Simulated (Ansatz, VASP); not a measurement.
## Hg in VASP and in Ansatz

```
Hg
1.0
    -1.81518    1.81518    1.81518
     1.81518   -1.81518    1.81518
     1.81518    1.81518   -1.81518
Hg
1
Direct
  0.00000 0.00000 0.00000
```

Alike in both runs: functional PBEsol; k mesh 19 × 19 × 19; occupations fermi-dirac, width 0.05 eV; no spin polarisation.

Ansatz relaxed the structure, and its values are those at the end. VASP's run is a single point on that final structure, the one shown.

|  | VASP | Ansatz |
| --- | --- | --- |
| version | VASP 6.6.1 | Ansatz 0.2.0 |
| potentials or method | VASP PAW PBE potentials, release 64 (Hg) | PAW with Ansatz's default frozen-core files, scalar-relativistic |
| plane-wave cutoff (eV) | 520 | 420 |
| valence electrons in the cell | 12 | 20 |

Ansatz gave:

| Property | Result |
| --- | --- |
| pressure (GPa) | 0.0 |

Problem. Estimate VASP's values.

Solution. Pressure (GPa): 0.3.

VASP's potentials were made for PBE, not for PBEsol. The functional is the same, so the differences come from potentials, cutoffs and numerics. VASP's potentials hold 12 valence electrons a cell and Ansatz's 20, so a difference there can come from the potentials and not from the codes.

Neither program's run includes spin-orbit coupling.
